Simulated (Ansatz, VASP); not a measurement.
## AlRu: VASP beside Ansatz

```
CELL_PARAMETERS angstrom
2.99160 0.00000 0.03366
0.00000 2.99160 0.00000
0.03366 0.00000 2.99160
ATOMIC_POSITIONS crystal
Al 0.00000 0.00000 0.00000
Ru 0.50000 0.50000 0.50000
```

Change from the starting cell: strain +0.0225 x Voigt [0, 0, 0, 0, 1, 0], atoms carried along.

Alike in both runs: task single point; functional r2SCAN; k mesh 20 × 20 × 20; occupations gaussian, width 0.15 eV; no spin polarisation.

|  | VASP | Ansatz |
| --- | --- | --- |
| version | VASP 6.6.1 | Ansatz 0.2.0 |
| potentials or method | VASP PAW PBE potentials, release 64 (Al, Ru_pv), cutoff 520 eV | scalar-relativistic, plane waves, PAW |
| valence electrons in the cell | 17 | 19 |

VASP gave:

* gap on the k mesh at the Fermi level (eV): none
* pressure (GPa): -1.7
* traceless stress, the component that is largest in VASP (GPa): -2.97

Question: Which values does Ansatz return?

Answer: gap on the k mesh at the Fermi level (eV): none; pressure (GPa): -1.9; traceless stress, the component that is largest in VASP (GPa): -2.97.

VASP's potentials were made for PBE, not for r2SCAN. A gap of «none» marks a metal or a gap that the smearing closes. VASP's potentials hold 17 valence electrons a cell and Ansatz's 19, so a difference there can come from the potentials and not from the codes.
